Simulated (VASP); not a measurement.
# F (Pm-3m) in VASP: relaxation of cell and atoms with PBE

Aim: the relaxation of cell and atoms of F with PBE.

Program: VASP 6.6.1. These are calculated values, not measurements. Logs are shortened: lines on timing, memory, paths and dates and some standing lists are left out, and cuts for length are marked.

## Step 1: The cell of the first run

Symmetry: Pm-3m, No. 221, cubic system. Conventional cell: a = 2.412 Å, b = 2.412 Å, c = 2.412 Å, α = 90.00°, β = 90.00°, γ = 90.00°. F (site symmetry m-3m) has 6 F at 2.41 Å within 3.2 Å.

## Step 2: Relaxation of cell and atoms, PBE

Input file INCAR:

```
SYSTEM = F
ALGO = Normal
EDIFF = 1E-6
EDIFFG = -0.005
ENCUT = 600
GGA = PE
IBRION = 2
ISIF = 3
ISMEAR = -1
LASPH = .True.
LCHARG = .False.
LREAL = .False.
LWAVE = .False.
NELM = 60
NSW = 60
PREC = Accurate
SIGMA = 0.05
```

Input file KPOINTS:

```
k-points
0
Gamma
  17 17 17
  0 0 0
```

Input file POSCAR:

```
F
1.0
    2.4124354551      0.0000000000      0.0000000000
    0.0000000000      2.4124354551      0.0000000000
    0.0000000000      0.0000000000      2.4124354551
F
1
Direct
    0.0000000000      0.0000000000      0.0000000000
```

Potentials or basis: VASP PAW PBE potentials, release 64 (F).

Run with:

```sh
> cat potpaw_PBE.64/F/POTCAR > POTCAR
> mpirun -np 1 vasp_std > vasp.out
```

OUTCAR:

```text
SYSTEM = F
   EDIFF = 1E-6
   EDIFFG = -0.005
   ENCUT = 600
   GGA = PE
   IBRION = 2
   ISIF = 3
   ISMEAR = -1
   LASPH = .True.
   LREAL = .False.
   NELM = 60
   NSW = 60
   PREC = Accurate

 ion  position               nearest neighbor table
   1  0.000  0.000  0.000-

  LATTYP: Found a simple cubic cell.
 ALAT       =     2.4124354551

  Lattice vectors:

 A1 = (   2.4124354551,   0.0000000000,   0.0000000000)
 A2 = (   0.0000000000,   2.4124354551,   0.0000000000)
 A3 = (   0.0000000000,   0.0000000000,   2.4124354551)

Analysis of symmetry for initial positions (statically):
=====================================================================
 Subroutine PRICEL returns:
 Original cell was already a primitive cell.

 Routine SETGRP: Setting up the symmetry group for a
 simple cubic supercell.

 Subroutine GETGRP returns: Found 48 space group operations
 (whereof 48 operations were pure point group operations)
 out of a pool of 48 trial point group operations.

The static configuration has the point symmetry O_h .

Analysis of symmetry for dynamics (positions and initial velocities):
=====================================================================
 Subroutine PRICEL returns:
 Original cell was already a primitive cell.

 Routine SETGRP: Setting up the symmetry group for a
 simple cubic supercell.

 Subroutine GETGRP returns: Found 48 space group operations
 (whereof 48 operations were pure point group operations)
 out of a pool of 48 trial point group operations.

The dynamic configuration has the point symmetry O_h .

 Subroutine INISYM returns: Found 48 space group operations
 (whereof 48 operations are pure point group operations),
 and found     1 'primitive' translations

----------------------------------------------------------------------------------------

                                     Primitive cell

  volume of cell :      14.0400

  direct lattice vectors                    reciprocal lattice vectors
     2.412435455  0.000000000  0.000000000     0.414518862  0.000000000  0.000000000
     0.000000000  2.412435455  0.000000000     0.000000000  0.414518862  0.000000000
     0.000000000  0.000000000  2.412435455     0.000000000  0.000000000  0.414518862

  length of vectors
     2.412435455  2.412435455  2.412435455     0.414518862  0.414518862  0.414518862

  position of ions in fractional coordinates (direct lattice)
     0.000000000  0.000000000  0.000000000

  ion indices of the primitive-cell ions
   primitive index   ion index
                 1           1

----------------------------------------------------------------------------------------

 KPOINTS: k-points

Automatic generation of k-mesh.
 Grid dimensions read from file:
 generate k-points for:   17   17   17

 Generating k-lattice:

  Cartesian coordinates                     Fractional coordinates (reciprocal lattice)
     0.024383462  0.000000000  0.000000000     0.058823529  0.000000000  0.000000000
     0.000000000  0.024383462  0.000000000     0.000000000  0.058823529  0.000000000
     0.000000000  0.000000000  0.024383462     0.000000000  0.000000000  0.058823529

  Length of vectors
     0.024383462  0.024383462  0.024383462

  Shift w.r.t. Gamma in fractional coordinates (k-lattice)
     0.000000000  0.000000000  0.000000000

 Subroutine IBZKPT returns following result:
 ===========================================

 Found    165 irreducible k-points:

 Following reciprocal coordinates:
            Coordinates               Weight
  0.000000  0.000000  0.000000      1.000000
  0.058824  0.000000  0.000000      6.000000
  0.117647  0.000000  0.000000      6.000000
  0.176471  0.000000  0.000000      6.000000
  0.235294  0.000000  0.000000      6.000000
  0.294118  0.000000  0.000000      6.000000
[... 16 lines left out ...]
  0.411765  0.117647  0.000000     24.000000
  0.470588  0.117647  0.000000     24.000000
 [... further k-points ...]
   k-points           NKPTS =    165   k-points in BZ     NKDIM =    165   number of bands    NBANDS=      7
   number of dos      NEDOS =    301   number of ions     NIONS =      1
   total plane-waves  NPLWV =   8000
   dimension x,y,z NGX =    20 NGY =   20 NGZ =   20
   dimension x,y,z NGXF=    40 NGYF=   40 NGZF=   40
   ions per type =               1
   NGX,Y,Z   is equivalent  to a cutoff of  13.78, 13.78, 13.78 a.u.
   NGXF,Y,Z  is equivalent  to a cutoff of  27.56, 27.56, 27.56 a.u.
 SYSTEM =  F
   PREC   = accura    normal or accurate (medium, high low for compatibility)
   ISTART =      0    job   : 0-new  1-cont  2-samecut
   ICHARG =      2    charge: 1-file 2-atom 10-const
   ISPIN  =      1    spin polarized calculation?
   LNONCOLLINEAR =      F non collinear calculations
   LSORBIT =      F    spin-orbit coupling
   LASPH  =      T    aspherical Exc in radial PAW
   ENCUT  =  600.0 eV  44.10 Ry    6.64 a.u.   4.82  4.82  4.82*2*pi/ulx,y,z
   NELM   =     60;   NELMIN=  2; NELMDL= -5     # of ELM steps
   EDIFF  = 0.1E-05   stopping-criterion for ELM
   LREAL  =      F    real-space projection
   EDIFFG = -.5E-02   stopping-criterion for IOM
   NSW    =     60    number of steps for IOM
   IBRION =      2    ionic relax: 0-MD 1-quasi-New 2-CG
   NFREE  =      1    steps in history (QN), initial steepest desc. (CG)
   ISIF   =      3    stress and relaxation
   ISYM   =      2    0-nonsym 1-usesym 2-fastsym
   POTIM  = 0.5000    time-step for ionic-motion
   TEBEG  =    0.0;   TEEND  =   0.0 temperature during run
   PSTRESS=    0.0 pullay stress
   NELECT =       7.0000    total number of electrons
   NUPDOWN=      -1.0000    fix difference up-down
   EMIN   =  10.00;   EMAX   =-10.00  energy-range for DOS
   EFERMI =   0.00;   METHOD = LEGACY
   ISMEAR =    -1;   SIGMA  =   0.05  broadening in eV -4-tet -1-fermi 0-gaus
   EFERMI_NEDOS =   21; number of points for ismear=-14 and -15
   IALGO  =     38    algorithm
   IMIX   =      4    mixing-type and parameters
     AMIX     =   0.40;   BMIX     =  1.00
     AMIX_MAG =   1.60;   BMIX_MAG =  1.00
  volume/ion in A,a.u.               =      14.04        94.75
  Fermi-wavevector in a.u.,A,eV,Ry     =   1.298131  2.453112 22.927772  1.685144
  Thomas-Fermi vector in A             =   2.429479
   LORBIT       =      0    0 simple, 1 ext, 2 COOP (PROOUT), +10 PAW based schemes
   GGA     = PE    functional components
   LHFCALC =     F    Hartree Fock is set to
   AEXX    =    0.0000 exact exchange contribution
   IVDW    =     0    specifies the selected vdW correction
   LEPSILON=     F    determine dielectric tensor
   LRPA    =     F    only Hartree local field effects (RPA)
 conjugate gradient relaxation of ions
 non-spin polarized calculation
  energy-cutoff  :      600.00
  volume of cell :       14.04
 maximum number of plane-waves:       480
 NGX is ok and might be reduce to    20
   NGX =  9   NGY =  9   NGZ =  9

--------------------------------------- Ionic step        1  -------------------------------------------

 number of electron       6.9999987 magnetization

 Free energy of the ion-electron system (eV)
  ---------------------------------------------------
  ext. energy  EPLUGINS =         0.00000000
  ---------------------------------------------------
  free energy    TOTEN  =        -0.92693755 eV

  energy without entropy =       -0.90336340  energy(sigma->0) =       -0.91515048

------------------------ aborting loop because EDIFF is reached ----------------------------------------

  FORCE on cell =-STRESS in cart. coord.  units (eV):
  Direction    XX          YY          ZZ          XY          YZ          ZX
  --------------------------------------------------------------------------------------
  -------------------------------------------------------------------------------------
  Total       -0.7386384     -0.7386384     -0.7386384      0.0000000      0.0000000     -0.0000000
  in kB      -84.2898601    -84.2898601    -84.2898601      0.0000000      0.0000000     -0.0000000
  external PRESSURE =     -84.2898601 kB  Pullay stress =       0.0000000 kB
[... 86 lines left out ...]
  FREE ENERGIE OF THE ION-ELECTRON SYSTEM (eV)
  ---------------------------------------------------
  free  energy   TOTEN  =        -0.9965654980 eV

  energy  without entropy=       -0.9854226830  energy(sigma->0) =       -0.99099409

 E-fermi :  -3.0133     XC(G=0): -10.0410

 val. band max:       -3.0154302791   @ k =   0.4706   0.2353   0.1176
 cond. band min:      -3.0105726075   @ k =   0.1176   0.1176   0.0000
 fundamental gap:      0.0048576716
 Fermi energy:        -3.0132738412

 k-point     1 :       0.0000    0.0000    0.0000
  band No.  band energies     occupation
      1     -25.5322      2.00000
      2      -3.1258      1.80941
      3      -3.1258      1.80941
      4      -3.1258      1.80941
      5       9.6604      0.00000
      6      25.6228      0.00000
      7      25.6228      0.00000
[... 221 lines left out ...]
 k-point    24 :       0.4706    0.1176    0.0000
  band No.  band energies     occupation
      1     -24.0919      2.00000
      2      -7.7789      2.00000
      3      -3.2361      1.97704
      4      -2.6211      0.00078
      5      15.7151      0.00000
      6      19.1857      0.00000
      7      30.2826      0.00000

 [... further k-points ...]

[... ionic steps 4 to 16 ...]

--------------------------------------- Ionic step       17  -------------------------------------------

 number of electron       7.0000005 magnetization

------------------------ aborting loop because EDIFF is reached ----------------------------------------
[... 65 lines left out ...]
--------------------------------------- Ionic step       19  -------------------------------------------

 number of electron       7.0000005 magnetization

 Free energy of the ion-electron system (eV)
  ---------------------------------------------------
  ext. energy  EPLUGINS =         0.00000000
  ---------------------------------------------------
  free energy    TOTEN  =        -1.06351381 eV

  energy without entropy =       -1.04897850  energy(sigma->0) =       -1.05624616

 E-fermi :  -3.1254     XC(G=0):  -9.9794

 val. band max:       -3.1278181212   @ k =   0.4706   0.2353   0.1176
 cond. band min:      -3.1222314540   @ k =   0.1176   0.1176   0.0000
 fundamental gap:      0.0055866672
 Fermi energy:        -3.1253628008

 k-point     1 :       0.0000    0.0000    0.0000
  band No.  band energies     occupation
      1     -25.5634      2.00000
      2      -3.2353      1.80034
      3      -3.2353      1.80034
      4      -3.2353      1.80034
      5       9.4826      0.00000
      6      25.4281      0.00000
      7      25.4281      0.00000
[... 221 lines left out ...]
 k-point    24 :       0.4706    0.1176    0.0000
  band No.  band energies     occupation
      1     -24.1589      2.00000
      2      -7.8068      2.00000
      3      -3.3445      1.97534
      4      -2.7402      0.00090
      5      15.5253      0.00000
      6      18.9477      0.00000
      7      30.0409      0.00000

 [... further k-points ...]

------------------------ aborting loop because EDIFF is reached ----------------------------------------

  FORCE on cell =-STRESS in cart. coord.  units (eV):
  Direction    XX          YY          ZZ          XY          YZ          ZX
  --------------------------------------------------------------------------------------
  -------------------------------------------------------------------------------------
  Total       -0.0043263     -0.0043263     -0.0043263     -0.0000000      0.0000000     -0.0000000
  in kB       -0.6662433     -0.6662433     -0.6662433     -0.0000000      0.0000000     -0.0000000
  external PRESSURE =      -0.6662433 kB  Pullay stress =       0.0000000 kB
[... 16 lines left out ...]
  FREE ENERGIE OF THE ION-ELECTRON SYSTEM (eV)
  ---------------------------------------------------
  free  energy   TOTEN  =        -1.0635138103 eV

  energy  without entropy=       -1.0489785018  energy(sigma->0) =       -1.05624616

 reached required accuracy - stopping structural energy minimisation
```

Wall time 51 s (1 thread of Intel Xeon Platinum 8259CL at 2.50GHz (Skylake/Cascade Lake), shared host); peak memory 0.13 GiB.

Results:

```yaml
Free_energy: -1.0635 eV
Relaxed_volume: 10.40 Å³/atom
Relaxed_cell: a = 2.183 Å, b = 2.183 Å, c = 2.183 Å, α = 90.00°, β = 90.00°, γ = 90.00°
Space_group_after_relaxing_to_0.05_Å: Pm-3m (No. 221)
Energy_gained_by_relaxing: 136.6 meV/atom
Ionic_steps: 19
Pressure_after_relaxing: -0.1 GPa
```

Step by step:
```csv
step,energy change (eV),largest force (eV/Å),pressure (GPa),volume (Å³)
1,0.0000,0.0000,-8.43,14.04
2,-0.0730,0.0000,-7.44,12.59
3,-0.0696,0.0000,16.43,8.85
4,-0.1296,0.0000,-3.28,11.02
5,-0.1363,0.0000,0.72,10.28
6,-0.1366,0.0000,-0.09,10.41
7,-0.1366,0.0000,-0.10,10.41
8,-0.1366,0.0000,-0.11,10.41
9,-0.1366,0.0000,-0.09,10.41
10,-0.1366,0.0000,-0.10,10.41
11,-0.1366,0.0000,-0.10,10.41
12,-0.1366,0.0000,-0.10,10.41
13,-0.1366,0.0000,-0.10,10.41
14,-0.1366,0.0000,-0.10,10.41
15,-0.1366,0.0000,-0.10,10.41
16,-0.1366,0.0000,-0.11,10.41
17,-0.1366,0.0000,-0.12,10.41
18,-0.1366,0.0000,-0.14,10.41
19,-0.1366,0.0000,-0.07,10.40
```

Final structure:
```xyz
1
Lattice="2.1831 0.0000 0.0000 0.0000 2.1831 0.0000 0.0000 0.0000 2.1831" Properties=species:S:1:pos:R:3 pbc="T T T"
F     0.0000    2.1831    0.0000
```

Levels at points of the mesh, in eV from the Fermi level:
```csv
k point,band 2,band 3,band 4,band 5,band 6,band 7
"(0.00, 0.00, 0.00)",-0.11,-0.11,-0.11,12.61,28.55,28.55
```

Caveat: the volume moved by over 15 % at a fixed basis, so the end points are rough; an odd number of electrons without spin polarisation forces a metal; a magnetic or distorted state may lie lower.
